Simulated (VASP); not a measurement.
A run of VASP 6.6.1 is set up as follows.

Contents of INCAR:

```
SYSTEM = Bi
ALGO     = Normal         ! electronic algorithm
EDIFF    = 1E-6           ! SCF threshold, eV
EDIFFG   = -0.005         ! ionic threshold
ENCUT    = 600            ! plane-wave cutoff, eV
GGA      = CA             ! functional
IBRION   = 2              ! ionic algorithm
ISIF     = 3              ! what is computed and relaxed
ISMEAR   = -1             ! smearing method
LASPH    = .True.         ! aspherical terms in the spheres
LCHARG   = .False.        ! write CHGCAR
LREAL    = .False.        ! projectors in reciprocal space
LWAVE    = .False.        ! write WAVECAR
NELM     = 60             ! most SCF steps
NSW      = 32             ! ionic steps
PREC     = Accurate       ! precision mode
PSTRESS  = 190.0        
SIGMA    = 0.08           ! smearing width, eV
```

Contents of KPOINTS:

```
k-points
0
Gamma
  14 14 14
  0 0 0
```

Contents of POSCAR:

```
Bi
1.0
   -1.8218554906      1.8218554906      1.8218554906
    1.8218554906     -1.8218554906      1.8218554906
    1.8218554906      1.8218554906     -1.8218554906
Bi
1
Direct
    0.0000000000      0.0000000000      0.0000000000
```

Potentials or basis: VASP PAW LDA potentials, release 64 (Bi_d).

Command:

```console
$ cat potpaw_LDA.64/Bi_d/POTCAR > POTCAR
$ mpirun -np 1 vasp_std > vasp.out
```

Problem. What does it give for the relaxed cell?

Solution. a = 3.158 Å, b = 3.158 Å, c = 3.158 Å, α = 109.47°, β = 109.47°, γ = 109.47°.

Problem. Predict the space group after relaxing (to 0.05 Å).

Solution. Im-3m (No. 229).

Problem. Estimate the relaxed volume.

Solution. 24.24 Å³/atom.

The path:
| step | energy change (eV) | largest force (eV/Å) | pressure (GPa) | volume (Å³) |
| --- | --- | --- | --- | --- |
| 1 | 0.0000 | 0.0000 | 19.33 | 24.19 |
| 2 | -0.0207 | 0.0000 | 18.27 | 24.36 |
| 3 | -0.0064 | 0.0000 | 19.00 | 24.24 |

Caveat: the cell is relaxed towards a set pressure, so the enthalpy falls and the energy may rise.
